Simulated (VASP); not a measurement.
# Ti3Al (P-6m2) in VASP: a series of runs, part 2 of 2

VASP 6.6.1. The steps go on from the part before.

**6. Single point, PBE (18.07 Å³/atom)**

This run uses another cell than the first one, of 18.07 Å³/atom.

INCAR reads:

```
PREC = Accurate
ENCUT = 520
EDIFF = 1E-7
ISMEAR = 0
SIGMA = 0.15
LREAL = F
LASPH = T
NELM = 80
ALGO = Fast
ISIF = 2
LWAVE = F
LCHARG = F
GGA = PE
NBANDS = 28
```

KPOINTS reads:

```
regular mesh
0
Gamma
  18 18 6
```

POSCAR reads:

```
Ti3Al
1.0
    3.1673229384      0.0000000000      0.0000000000
   -1.5836614692      2.7429821266      0.0000000000
    0.0000000000      0.0000000000      8.3196071622
Ti Al
3 1
Direct
    0.6666666667      0.3333333333      0.0000000000
    0.3333333333      0.6666666667      0.7504575700
    0.3333333333      0.6666666667      0.2495424300
    0.6666666667      0.3333333333      0.5000000000
```

Potentials or basis: VASP PAW PBE potentials, release 64 (Ti_sv, Al).

Started as:

```console
cat potpaw_PBE.64/Ti_sv/POTCAR potpaw_PBE.64/Al/POTCAR > POTCAR
mpirun -np 1 vasp_std > vasp.out
```

OUTCAR:

```text
PREC = Accurate
   ENCUT = 520
   EDIFF = 1E-7
   ISMEAR = 0
   LREAL = F
   LASPH = T
   NELM = 80
   ISIF = 2
   GGA = PE

 ion  position               nearest neighbor table
   1  0.667  0.333  0.000-   2 2.77   3 2.77   2 2.77   3 2.77   2 2.77   3 2.77
   2  0.333  0.667  0.750-   1 2.77   1 2.77   1 2.77   4 2.77   4 2.77   4 2.77
   3  0.333  0.667  0.250-   1 2.77   1 2.77   1 2.77   4 2.77   4 2.77   4 2.77
   4  0.667  0.333  0.500-   2 2.77   3 2.77   2 2.77   3 2.77   2 2.77   3 2.77

  LATTYP: Found a hexagonal cell.
 ALAT       =     3.1673229384
 C/A-ratio  =     2.6267000000

  Lattice vectors:

 A1 = (   3.1673229384,   0.0000000000,   0.0000000000)
 A2 = (  -1.5836614692,   2.7429821266,   0.0000000000)
 A3 = (   0.0000000000,   0.0000000000,   8.3196071622)

Analysis of symmetry for initial positions (statically):
=====================================================================
 Subroutine PRICEL returns:
 Original cell was already a primitive cell.

 Routine SETGRP: Setting up the symmetry group for a
 hexagonal supercell.

 Subroutine GETGRP returns: Found 12 space group operations
 (whereof 12 operations were pure point group operations)
 out of a pool of 24 trial point group operations.

The static configuration has the point symmetry D_3h.

Analysis of symmetry for dynamics (positions and initial velocities):
=====================================================================
 Subroutine PRICEL returns:
 Original cell was already a primitive cell.

 Routine SETGRP: Setting up the symmetry group for a
 hexagonal supercell.

 Subroutine GETGRP returns: Found 12 space group operations
 (whereof 12 operations were pure point group operations)
 out of a pool of 24 trial point group operations.

The dynamic configuration has the point symmetry D_3h.

 Subroutine INISYM returns: Found 12 space group operations
 (whereof 12 operations are pure point group operations),
 and found     1 'primitive' translations

----------------------------------------------------------------------------------------

                                     Primitive cell

  volume of cell :      72.2800

  direct lattice vectors                    reciprocal lattice vectors
     3.167322938  0.000000000  0.000000000     0.315724042  0.182283361  0.000000000
    -1.583661469  2.742982127  0.000000000     0.000000000  0.364566721  0.000000000
     0.000000000  0.000000000  8.319607162     0.000000000  0.000000000  0.120197983

  length of vectors
     3.167322938  3.167322938  8.319607162     0.364566721  0.364566721  0.120197983

  position of ions in fractional coordinates (direct lattice)
     0.666666667  0.333333333  0.000000000
     0.333333333  0.666666667  0.750457570
     0.333333333  0.666666667  0.249542430
     0.666666667  0.333333333  0.500000000

  ion indices of the primitive-cell ions
   primitive index   ion index
                 1           1
                 2           2
                 3           3
                 4           4

----------------------------------------------------------------------------------------

 KPOINTS: regular mesh

Automatic generation of k-mesh.
 Grid dimensions read from file:
 generate k-points for:   18   18    6

 Generating k-lattice:

  Cartesian coordinates                     Fractional coordinates (reciprocal lattice)
     0.017540225  0.010126853  0.000000000     0.055555556  0.000000000  0.000000000
     0.000000000  0.020253707  0.000000000     0.000000000  0.055555556  0.000000000
     0.000000000  0.000000000  0.020032997     0.000000000  0.000000000  0.166666667

  Length of vectors
     0.020253707  0.020253707  0.020032997

  Shift w.r.t. Gamma in fractional coordinates (k-lattice)
     0.000000000  0.000000000  0.000000000

 Subroutine IBZKPT returns following result:
 ===========================================

 Found    148 irreducible k-points:

 Following reciprocal coordinates:
            Coordinates               Weight
  0.000000  0.000000  0.000000      1.000000
  0.055556  0.000000  0.000000      6.000000
  0.111111  0.000000  0.000000      6.000000
  0.166667  0.000000  0.000000      6.000000
  0.222222  0.000000  0.000000      6.000000
  0.277778  0.000000  0.000000      6.000000
[... 16 lines left out ...]
  0.333333  0.111111  0.000000     12.000000
  0.388889  0.111111  0.000000     12.000000
 [... further k-points ...]
   k-points           NKPTS =    148   k-points in BZ     NKDIM =    148   number of bands    NBANDS=     28
   number of dos      NEDOS =    301   number of ions     NIONS =      4
   total plane-waves  NPLWV =  36864
   dimension x,y,z NGX =    24 NGY =   24 NGZ =   64
   dimension x,y,z NGXF=    48 NGYF=   48 NGZF=  128
   ions per type =               3   1
   NGX,Y,Z   is equivalent  to a cutoff of  12.60, 12.60, 12.79 a.u.
   NGXF,Y,Z  is equivalent  to a cutoff of  25.19, 25.19, 25.58 a.u.
 SYSTEM =  unknown system
   PREC   = accura    normal or accurate (medium, high low for compatibility)
   ISTART =      0    job   : 0-new  1-cont  2-samecut
   ICHARG =      2    charge: 1-file 2-atom 10-const
   ISPIN  =      1    spin polarized calculation?
   LNONCOLLINEAR =      F non collinear calculations
   LSORBIT =      F    spin-orbit coupling
   LASPH  =      T    aspherical Exc in radial PAW
   ENCUT  =  520.0 eV  38.22 Ry    6.18 a.u.   5.89  5.89 15.47*2*pi/ulx,y,z
   NELM   =     80;   NELMIN=  2; NELMDL= -5     # of ELM steps
   EDIFF  = 0.1E-06   stopping-criterion for ELM
   LREAL  =      F    real-space projection
   EDIFFG = 0.1E-05   stopping-criterion for IOM
   NSW    =      0    number of steps for IOM
   IBRION =     -1    ionic relax: 0-MD 1-quasi-New 2-CG
   NFREE  =      0    steps in history (QN), initial steepest desc. (CG)
   ISIF   =      2    stress and relaxation
   ISYM   =      2    0-nonsym 1-usesym 2-fastsym
   POTIM  = 0.5000    time-step for ionic-motion
   TEBEG  =    0.0;   TEEND  =   0.0 temperature during run
   PSTRESS=    0.0 pullay stress
   NELECT =      39.0000    total number of electrons
   NUPDOWN=      -1.0000    fix difference up-down
   EMIN   =  10.00;   EMAX   =-10.00  energy-range for DOS
   EFERMI =   0.00;   METHOD = LEGACY
   ISMEAR =     0;   SIGMA  =   0.15  broadening in eV -4-tet -1-fermi 0-gaus
   EFERMI_NEDOS =   21; number of points for ismear=-14 and -15
   IALGO  =     68    algorithm
   IMIX   =      4    mixing-type and parameters
     AMIX     =   0.40;   BMIX     =  1.00
     AMIX_MAG =   1.60;   BMIX_MAG =  1.00
  volume/ion in A,a.u.               =      18.07       121.94
  Fermi-wavevector in a.u.,A,eV,Ry     =   1.332775  2.518580 24.167898  1.776290
  Thomas-Fermi vector in A             =   2.461684
   LORBIT       =      0    0 simple, 1 ext, 2 COOP (PROOUT), +10 PAW based schemes
   GGA     = PE    functional components
   LHFCALC =     F    Hartree Fock is set to
   AEXX    =    0.0000 exact exchange contribution
   IVDW    =     0    specifies the selected vdW correction
   LEPSILON=     F    determine dielectric tensor
   LRPA    =     F    only Hartree local field effects (RPA)
 non-spin polarized calculation
 RMM-DIIS sequential band-by-band and
 Gauss-broadening in eV      SIGMA  =   0.15
  energy-cutoff  :      520.00
  volume of cell :       72.28
 maximum number of plane-waves:      1964
 NGX is ok and might be reduce to    24
   NGX = 11   NGY = 11   NGZ = 31

 number of electron      39.0000018 magnetization

 Free energy of the ion-electron system (eV)
  ---------------------------------------------------
  ext. energy  EPLUGINS =         0.00000000
  ---------------------------------------------------
  free energy    TOTEN  =       -27.12942656 eV

  energy without entropy =      -27.07929679  energy(sigma->0) =      -27.10436168

 E-fermi :   7.4056     XC(G=0): -10.9377

 val. band max:        7.3933611448   @ k =   0.2222   0.1667   0.1667
 cond. band min:       7.4110077561   @ k =   0.2222   0.0556   0.0000
 fundamental gap:      0.0176466113
 Fermi energy:         7.4056319919

 k-point     1 :       0.0000    0.0000    0.0000
  band No.  band energies     occupation
      1     -49.4439      2.00000
      2     -49.3727      2.00000
      3     -49.2943      2.00000
      4     -25.9676      2.00000
      5     -25.6939      2.00000
      6     -25.5438      2.00000
[... 20 lines left out ...]
     27       9.1450      0.00000
[... 691 lines left out ...]
      6     -25.7022      2.00000
[... 20 lines left out ...]
     27      10.1025      0.00000
     28      10.4910      0.00000

 [... further k-points ...]
[... 5 lines left out ...]
  --------------------------------------------------------------------------------------
  -------------------------------------------------------------------------------------
  Total       -4.1392010     -4.1392010      4.3592304      0.0000000      0.0000000      0.0000000
  in kB      -91.7506092    -91.7506092     96.6278384      0.0000000      0.0000000      0.0000000
  external PRESSURE =     -28.9577933 kB  Pullay stress =       0.0000000 kB

 VOLUME and BASIS-vectors are now :
 -----------------------------------------------------------------------------
  energy-cutoff  :      520.00
  volume of cell :       72.28
      direct lattice vectors                 reciprocal lattice vectors
     3.167322938  0.000000000  0.000000000     0.315724042  0.182283361  0.000000000
    -1.583661469  2.742982127  0.000000000     0.000000000  0.364566721  0.000000000
     0.000000000  0.000000000  8.319607162     0.000000000  0.000000000  0.120197983

 POSITION                                       TOTAL-FORCE (eV/Angst)
 -----------------------------------------------------------------------------------
      1.58366      0.91433      0.00000        -0.000000      0.000000      0.000000
     -0.00000      1.82865      6.24351         0.000000     -0.000000      0.012800
     -0.00000      1.82865      2.07609         0.000000     -0.000000     -0.012800
      1.58366      0.91433      4.15980         0.000000     -0.000000      0.000000
 -----------------------------------------------------------------------------------
    total drift:                                0.000001     -0.000000      0.000000

  FREE ENERGIE OF THE ION-ELECTRON SYSTEM (eV)
  ---------------------------------------------------
  free  energy   TOTEN  =       -27.1294265587 eV

  energy  without entropy=      -27.0792967918  energy(sigma->0) =      -27.10436168
```

stdout:

```text
POSCAR found type information on POSCAR TiAl
 POSCAR found :  2 types and       4 ions
[... 42 lines left out ...]
 num prob  num prob  num prob  num prob  num prob  num prob  num prob  num prob  num prob  num prob  num prob  num prob  num prob  num prob  num prob  num prob  num prob  num prob  num prob  num prob  num prob  num prob  num prob  num prob  num prob  num prob  num prob  num prob  num prob  num prob  num prob RMM:  37    -0.271294197250E+02   -0.15148E-05   -0.19364E-05 12620   0.163E-02    0.220E-02
 num prob  num prob  num prob  num prob  num prob  num prob  num prob  num prob  num prob  num prob  num prob  num prob  num prob  num prob  num prob  num prob  num prob  num prob  num prob  num prob  num prob  num prob  num prob  num prob  num prob  num prob  num prob  num prob  num prob  num prob  num prob  num prob  num prob  num prob  num prob  num prob  num prob  num prob  num prob RMM:  38    -0.271294209862E+02   -0.12612E-05   -0.16018E
```

Run time: 30 min. Hardware: 1 thread of Intel Xeon 8259CL, shared host; peak memory 0.37 GiB.

Results:

```
Free energy            : -27.1294 eV
Pressure               : -2.9 GPa
Largest force          : 0.013 eV/Å
Band gap on the k mesh : zero (an odd number of electrons rules out a gap without spin polarisation)
```

Forces on the atoms (eV/Å):
```
Ti   0.000  0.000  0.000
Ti   0.000  0.000  0.013
Ti   0.000  0.000 -0.013
Al   0.000  0.000  0.000
```

Stress tensor (GPa, compression positive):
```
-9.18  0.00  0.00
 0.00 -9.18  0.00
 0.00  0.00  9.66
```

**7. Summary**

```csv
cell,further INCAR settings,gap on the mesh (eV),pressure (GPa),largest force (eV/Å)
"a = 2.896, b = 2.896, c = 9.697 Å, angles 90.0, 90.0, 120.0°, 4 atoms",ALGO = Fast; EDIFF = 1e-06; NBANDS = 28,none,-3.0,0.12
"a = 2.956, b = 2.956, c = 9.313 Å, angles 90.0, 90.0, 120.0°, 4 atoms",ALGO = Fast; EDIFF = 1e-06; NBANDS = 28,none,-2.9,0.02
"a = 3.078, b = 3.078, c = 8.589 Å, angles 90.0, 90.0, 120.0°, 4 atoms",ALGO = Fast; EDIFF = 1e-06; NBANDS = 28,none,-1.4,0.06
"a = 3.167, b = 3.167, c = 8.320 Å, angles 90.0, 90.0, 120.0°, 4 atoms",ALGO = Fast; EDIFF = 1e-07; NBANDS = 28,none,-2.9,0.01
```

Alike in all rows: task single point; level PBE; potentials or basis VASP PAW PBE potentials, release 64 (Ti_sv, Al); no spin polarisation; k mesh 18 × 18 × 6; cutoff (eV) 520; smearing gaussian 0.15 eV.

Caveats: the cell stands under tension (at least some runs).

Absolute energies hang on the potentials; compare differences alone.
